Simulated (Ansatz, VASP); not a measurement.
## Ge: VASP beside Ansatz

```xyz
4
Lattice="3.8758 0.0000 0.0000 -1.9379 3.3565 0.0000 0.0000 0.0000 6.4046" Properties=species:S:1:pos:R:3 pbc="T T T"
Ge    1.9379    1.1188    0.4048
Ge    0.0000    2.2377    3.6071
Ge    1.9379    1.1188    2.7975
Ge    0.0000    2.2377    5.9999
```

Change from the starting cell: equal strain along all axes, cell held, atoms relaxed: -3.0 %.

Alike in both runs: functional r2SCAN; k mesh 12 × 12 × 6; occupations gaussian, width 0.01 eV; no spin polarisation.

Ansatz relaxed the structure, and its values are those at the end. VASP's run is a single point on that final structure, the one shown.

|  | VASP | Ansatz |
| --- | --- | --- |
| version | VASP 6.6.1 | Ansatz 0.2.0 |
| potentials or method | VASP PAW PBE potentials, release 64 (Ge_d), cutoff 520 eV | scalar-relativistic, plane waves, PAW |
| valence electrons in the cell | 56 | 56 |

|  | VASP | Ansatz | Ansatz less VASP |
| --- | --- | --- | --- |
| gap on the k mesh at the Fermi level (eV) | 0.32 | 0.35 | +0.027 |
| least direct gap on the mesh (eV) | 0.32 | 0.35 | +0.027 |
| pressure (GPa) | 8.2 | 8.1 | -0.12 |
| rms of the force components (eV/Å) | 0.007 | 0.001 | -0.0058 |

VASP's potentials were made for PBE, not for r2SCAN. With one functional, cell and mesh, what is left measures potentials, basis and numerics. Ansatz's warnings: stress scf threshold loose.
